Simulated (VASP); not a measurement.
# Li17Br15 (a cell with a defect) in VASP: relaxation of the atoms with PBE

Aim: the relaxation of the atoms of Li17Br15 (a cell with a defect) with PBE.

All numbers are computed with VASP 6.6.1; they aren't measurements. Logs are shortened: lines on timing, memory, paths and dates and some standing lists are left out, and cuts for length are marked.

### 1 The cell of the first run

The cell holds a defect, 32 atoms: a = 9.542 Å, b = 9.542 Å, c = 9.542 Å, α = 109.47°, β = 109.47°, γ = 109.47°.

### 2 Relaxation of the atoms, PBE

Input file INCAR:

```
PREC = Accurate
ENCUT = 650
EDIFF = 1E-7
ISMEAR = 0
SIGMA = 0.01
LREAL = Auto
LASPH = True
NELM = 120
ALGO = Normal
ISIF = 2
LWAVE = False
LCHARG = False
GGA = PE
IBRION = 2
NSW = 65
EDIFFG = -0.025
NELECT = 158.0
GGA_COMPAT = False
NELMIN = 4
KPAR = 2
NCORE = 2
```

Input file KPOINTS:

```
Automatic mesh
0
Gamma
  2 2 2
  0.5 0.5 0.5
```

Input file POSCAR:

```
Li17Br15
1.0
    5.5088933364     -5.5088933364     -5.5088933364
   -5.5088933364     -5.5088933364      5.5088933364
   -5.5088933364      5.5088933364     -5.5088933364
Li Br
17 15
Direct
    0.2500000000      0.2464975269      0.4964975269
    0.2500000000      0.5000000000      0.2500000000
    0.2500000000      0.7535024731      0.0035024731
   -0.0035024731      0.2464975269      0.7500000000
    0.2500000000      0.0000000000      0.7500000000
   -0.0035024731      0.5000000000      0.4964975269
    0.0000000000      0.7500000000      0.2500000000
    0.7500000000      0.2500000000      0.0000000000
    1.0000000000      1.0000000000      1.0000000000
    0.7500000000      0.5000000000      0.7500000000
    0.7500000000      0.7500000000      0.5000000000
    0.5000000000      0.2500000000      0.2500000000
    0.7500000000      0.0000000000      0.2500000000
    0.5035024731      0.5000000000      0.0035024731
    0.5035024731      0.7535024731      0.7500000000
    0.5000000000      0.0000000000      0.5000000000
    0.2500000000      0.5000000000      0.7500000000
    0.2500000000      0.7537581479      0.4962418521
    0.2500000000      0.0000000000      0.2500000000
   -0.0037581479      0.5000000000      0.0037581479
    0.2500000000      0.2462418521      0.0037581479
   -0.0037581479      0.7537581479      0.7500000000
   -0.0037581479     -0.0075162958      0.4962418521
    0.7500000000      0.5000000000      0.2500000000
   -0.0037581479      0.2462418521      0.2424837042
    0.7575162958      0.7537581479      0.0037581479
    0.7500000000      0.0000000000      0.7500000000
    0.5037581479      0.5000000000      0.4962418521
    0.7424837042      0.2462418521      0.4962418521
    0.5037581479      0.7537581479      0.2575162958
    0.5037581479      0.0075162958      0.0037581479
    0.5037581479      0.2462418521      0.7500000000
```

Potentials or basis: VASP PAW PBE potentials, release 64 (Li_sv, Br).

The run is started by

```sh
$ cat potpaw_PBE.64/Li_sv/POTCAR potpaw_PBE.64/Br/POTCAR > POTCAR
$ mpirun -np 4 vasp_std > vasp.out
```

OUTCAR:

```text
PREC = Accurate
   ENCUT = 650
   EDIFF = 1E-7
   ISMEAR = 0
   LREAL = Auto
   LASPH = True
   NELM = 120
   ISIF = 2
   GGA = PE
   IBRION = 2
   NSW = 65
   EDIFFG = -0.025
   NELECT = 158.0
   NELMIN = 4

 ion  position               nearest neighbor table
   1  0.250  0.246  0.496-
   2  0.250  0.500  0.250-
   3  0.250  0.754  0.004-
   4  0.996  0.246  0.750-
   5  0.250  0.000  0.750-
   6  0.996  0.500  0.496-
[... 24 lines left out ...]
  31  0.504  0.008  0.004-
  32  0.504  0.246  0.750-

  LATTYP: Found a body centered cubic cell.
 ALAT       =    11.0177866728

  Lattice vectors:

 A1 = (   5.5088933364,  -5.5088933364,  -5.5088933364)
 A2 = (  -5.5088933364,  -5.5088933364,   5.5088933364)
 A3 = (  -5.5088933364,   5.5088933364,  -5.5088933364)

Analysis of symmetry for initial positions (statically):
=====================================================================
 Subroutine PRICEL returns:
 Original cell was already a primitive cell.

 Routine SETGRP: Setting up the symmetry group for a
 body centered cubic supercell.

 Subroutine GETGRP returns: Found 48 space group operations
 (whereof  8 operations were pure point group operations)
 out of a pool of 48 trial point group operations.

The static configuration has the point symmetry D_2d.
 The point group associated with its full space group is O_h .

Analysis of symmetry for dynamics (positions and initial velocities):
=====================================================================
 Subroutine PRICEL returns:
 Original cell was already a primitive cell.

 Routine SETGRP: Setting up the symmetry group for a
 body centered cubic supercell.

 Subroutine GETGRP returns: Found 48 space group operations
 (whereof  8 operations were pure point group operations)
 out of a pool of 48 trial point group operations.

The dynamic configuration has the point symmetry D_2d.
 The point group associated with its full space group is O_h .

 Subroutine INISYM returns: Found 48 space group operations
 (whereof  8 operations are pure point group operations),
 and found     1 'primitive' translations

----------------------------------------------------------------------------------------

                                     Primitive cell

  volume of cell :     668.7335
[... 137 lines left out ...]
   NELECT =     158.0000    total number of electrons
   NUPDOWN=      -1.0000    fix difference up-down
   EMIN   =  10.00;   EMAX   =-10.00  energy-range for DOS
   EFERMI =   0.00;   METHOD = LEGACY
   ISMEAR =     0;   SIGMA  =   0.01  broadening in eV -4-tet -1-fermi 0-gaus
   EFERMI_NEDOS =   21; number of points for ismear=-14 and -15
   IALGO  =     38    algorithm
   IMIX   =      4    mixing-type and parameters
     AMIX     =   0.40;   BMIX     =  1.00
     AMIX_MAG =   1.60;   BMIX_MAG =  1.00
  volume/ion in A,a.u.               =      20.90       141.03
  Fermi-wavevector in a.u.,A,eV,Ry     =   1.012068  1.912530 13.936185  1.024281
  Thomas-Fermi vector in A             =   2.145155
   LORBIT       =      0    0 simple, 1 ext, 2 COOP (PROOUT), +10 PAW based schemes
   GGA     = PE    functional components
   LHFCALC =     F    Hartree Fock is set to
   AEXX    =    0.0000 exact exchange contribution
   IVDW    =     0    specifies the selected vdW correction
   LEPSILON=     F    determine dielectric tensor
   LRPA    =     F    only Hartree local field effects (RPA)
 conjugate gradient relaxation of ions
 non-spin polarized calculation
 Gauss-broadening in eV      SIGMA  =   0.01
  energy-cutoff  :      650.00
  volume of cell :      668.73
 maximum number of plane-waves:     25183
   NGX = 39   NGY = 39   NGZ = 39

--------------------------------------- Ionic step        1  -------------------------------------------

 number of electron     157.9999988 magnetization

 Free energy of the ion-electron system (eV)
  ---------------------------------------------------
  ext. energy  EPLUGINS =         0.00000000
  ---------------------------------------------------
  free energy    TOTEN  =       -91.21918799 eV

  energy without entropy =      -91.21533143  energy(sigma->0) =      -91.21725971

------------------------ aborting loop because EDIFF is reached ----------------------------------------

  FORCE on cell =-STRESS in cart. coord.  units (eV):
  Direction    XX          YY          ZZ          XY          YZ          ZX
  --------------------------------------------------------------------------------------
  -------------------------------------------------------------------------------------
  Total       18.6234626     18.6234626     18.6234626     -0.0000000      0.0000000     -0.0000000
  in kB       44.6188046     44.6188046     44.6188046     -0.0000000      0.0000000     -0.0000000
  external PRESSURE =      44.6188046 kB  Pullay stress =       0.0000000 kB
[... 317 lines left out ...]
--------------------------------------- Ionic step        6  -------------------------------------------

 number of electron     157.9999996 magnetization

 Free energy of the ion-electron system (eV)
  ---------------------------------------------------
  ext. energy  EPLUGINS =         0.00000000
  ---------------------------------------------------
  free energy    TOTEN  =       -91.29081498 eV

  energy without entropy =      -91.28695507  energy(sigma->0) =      -91.28888503

 E-fermi :   5.2135     XC(G=0):  -8.4323

 val. band max:        5.0541287866   @ k =  -0.2500   0.2500   0.2500
 cond. band min:       5.2165413958   @ k =   0.2500   0.2500   0.2500
 fundamental gap:      0.1624126092
 Fermi energy:         5.2134940415

 k-point     1 :       0.2500    0.2500    0.2500
  band No.  band energies     occupation
      1     -44.6093      2.00000
      2     -44.6093      2.00000
      3     -44.6093      2.00000
      4     -44.6093      2.00000
      5     -44.2548      2.00000
      6     -44.2548      2.00000
[... 83 lines left out ...]
     90       6.7730      0.00000
     91       6.7730      0.00000

 k-point     2 :      -0.2500    0.2500    0.2500
  band No.  band energies     occupation
      1     -44.6093      2.00000
      2     -44.6093      2.00000
      3     -44.6093      2.00000
      4     -44.6093      2.00000
      5     -44.2550      2.00000
      6     -44.2548      2.00000
[... 83 lines left out ...]
     90       7.2262      0.00000
     91       7.3106      0.00000
 [bands above 91 left out]

------------------------ aborting loop because EDIFF is reached ----------------------------------------

  FORCE on cell =-STRESS in cart. coord.  units (eV):
  Direction    XX          YY          ZZ          XY          YZ          ZX
  --------------------------------------------------------------------------------------
  -------------------------------------------------------------------------------------
  Total       18.5674368     18.5674368     18.5674368     -0.0000000      0.0000000     -0.0000000
  in kB       44.4845758     44.4845758     44.4845758     -0.0000000      0.0000000     -0.0000000
  external PRESSURE =      44.4845758 kB  Pullay stress =       0.0000000 kB
[... 47 lines left out ...]
  FREE ENERGIE OF THE ION-ELECTRON SYSTEM (eV)
  ---------------------------------------------------
  free  energy   TOTEN  =       -91.2908149847 eV

  energy  without entropy=      -91.2869550661  energy(sigma->0) =      -91.28888503

 reached required accuracy - stopping structural energy minimisation
```

OSZICAR:

```text
N       E                     dE             d eps       ncg     rms          rms(c)
DAV:   1     0.154530914533E+04    0.15453E+04   -0.71492E+04   384   0.184E+03
DAV:   2     0.157486350185E+03   -0.13878E+04   -0.13229E+04   456   0.424E+02
DAV:   3    -0.637900658642E+02   -0.22128E+03   -0.21953E+03   504   0.142E+02
[... 62 lines left out ...]
DAV:   4    -0.912908179446E+02    0.16810E-04   -0.10091E-04   520   0.246E-02    0.374E-02
DAV:   5    -0.912908143250E+02    0.36196E-05   -0.27304E-05   496   0.132E-02    0.162E-02
DAV:   6    -0.912908151951E+02   -0.87016E-06   -0.62775E-06   544   0.653E-03    0.363E-03
DAV:   7    -0.912908149725E+02    0.22262E-06   -0.14878E-06   416   0.336E-03    0.123E-03
DAV:   8    -0.912908149847E+02   -0.12180E-07   -0.30444E-07   360   0.135E-03
   6 F= -.91290815E+02 E0= -.91288885E+02  d E =-.260902E-02
```

Run time: 4.3 min. Hardware: 4 MPI ranks of Intel Xeon 6975P-C (Granite Rapids), shared host; peak memory 0.66 GiB.

What came out:

```yaml
Free_energy: -91.2908 eV
Energy_gained_by_relaxing: 2.2 meV/atom
Ionic_steps: 6
Largest_force_after_relaxing: 0.024 eV/Å
```

Forces on the atoms (eV/Å):
```
Li  -0.024  0.000  0.000
Li   0.000  0.000  0.000
Li   0.024  0.000  0.000
Li   0.000 -0.024  0.000
Li   0.000  0.000  0.000
Li   0.000  0.000 -0.024
Li   0.000  0.000  0.000
Li   0.000  0.000  0.000
Li   0.000  0.000  0.000
Li   0.000  0.000  0.000
Li   0.000  0.000  0.000
Li   0.000  0.000  0.000
Li   0.000  0.000  0.000
Li   0.000  0.000  0.024
Li   0.000  0.024  0.000
Li   0.000  0.000  0.000
Li   0.000  0.000  0.000
Br   0.000  0.017 -0.017
Br   0.000  0.000  0.000
Br   0.017 -0.017  0.000
Br   0.000 -0.017  0.017
Br   0.017  0.000 -0.017
Br  -0.017 -0.017  0.000
Br   0.000  0.000  0.000
Br  -0.017  0.000 -0.017
Br   0.000  0.017  0.017
Br   0.000  0.000  0.000
Br  -0.017  0.017  0.000
Br   0.000 -0.017 -0.017
Br   0.017  0.000  0.017
Br   0.017  0.017  0.000
Br  -0.017  0.000  0.017
```

The path:
```tsv
step	energy change (eV)	largest force (eV/Å)	pressure (GPa)
1	0.0000	0.1704	4.46
2	-0.0124	0.1523	4.46
3	-0.0429	0.1177	4.45
4	-0.0689	0.0421	4.46
5	-0.0690	0.0358	4.46
6	-0.0716	0.0245	4.45
```

Final structure:
```yaml
crystal:
  lattice:
    - [5.50889, -5.50889, -5.50889]
    - [-5.50889, -5.50889, 5.50889]
    - [-5.50889, 5.50889, -5.50889]
  atoms:
    - { symbol: Li, position: [0.25000, 0.25486, 0.50486] }
    - { symbol: Li, position: [0.25000, 0.50000, 0.25000] }
    - { symbol: Li, position: [0.25000, 0.74514, 0.99514] }
    - { symbol: Li, position: [0.00486, 0.25486, 0.75000] }
    - { symbol: Li, position: [0.25000, 0.00000, 0.75000] }
    - { symbol: Li, position: [0.00486, 0.50000, 0.50486] }
    - { symbol: Li, position: [0.00000, 0.75000, 0.25000] }
    - { symbol: Li, position: [0.75000, 0.25000, 0.00000] }
    - { symbol: Li, position: [0.00000, 0.00000, 0.00000] }
    - { symbol: Li, position: [0.75000, 0.50000, 0.75000] }
    - { symbol: Li, position: [0.75000, 0.75000, 0.50000] }
    - { symbol: Li, position: [0.50000, 0.25000, 0.25000] }
    - { symbol: Li, position: [0.75000, 0.00000, 0.25000] }
    - { symbol: Li, position: [0.49514, 0.50000, 0.99514] }
    - { symbol: Li, position: [0.49514, 0.74514, 0.75000] }
    - { symbol: Li, position: [0.50000, 0.00000, 0.50000] }
    - { symbol: Li, position: [0.25000, 0.50000, 0.75000] }
    - { symbol: Br, position: [0.25000, 0.75646, 0.49354] }
    - { symbol: Br, position: [0.25000, 0.00000, 0.25000] }
    - { symbol: Br, position: [0.99354, 0.50000, 0.00646] }
    - { symbol: Br, position: [0.25000, 0.24354, 0.00646] }
    - { symbol: Br, position: [0.99354, 0.75646, 0.75000] }
    - { symbol: Br, position: [0.99354, 0.98708, 0.49354] }
    - { symbol: Br, position: [0.75000, 0.50000, 0.25000] }
    - { symbol: Br, position: [0.99354, 0.24354, 0.23708] }
    - { symbol: Br, position: [0.76292, 0.75646, 0.00646] }
    - { symbol: Br, position: [0.75000, 0.00000, 0.75000] }
    - { symbol: Br, position: [0.50646, 0.50000, 0.49354] }
    - { symbol: Br, position: [0.73708, 0.24354, 0.49354] }
    - { symbol: Br, position: [0.50646, 0.75646, 0.26292] }
    - { symbol: Br, position: [0.50646, 0.01292, 0.00646] }
    - { symbol: Br, position: [0.50646, 0.24354, 0.75000] }
```

Levels at points of the mesh, in eV from the Fermi level:
```tsv
k point	band 74	band 75	band 76	band 77	band 78	band 79	band 80	band 81	band 82	band 83
(0.25, 0.25, 0.25)	-5.37	-5.37	-5.37	-5.37	-1.70	0.00	0.00	0.00	0.94	0.94
```

Caveat: the k points lie up to 0.40 Å⁻¹ apart; the cell carries a net charge on a neutralising background, which shifts energy and pressure; the cell is charged against a uniform background, so pressure and absolute levels hang on convention.
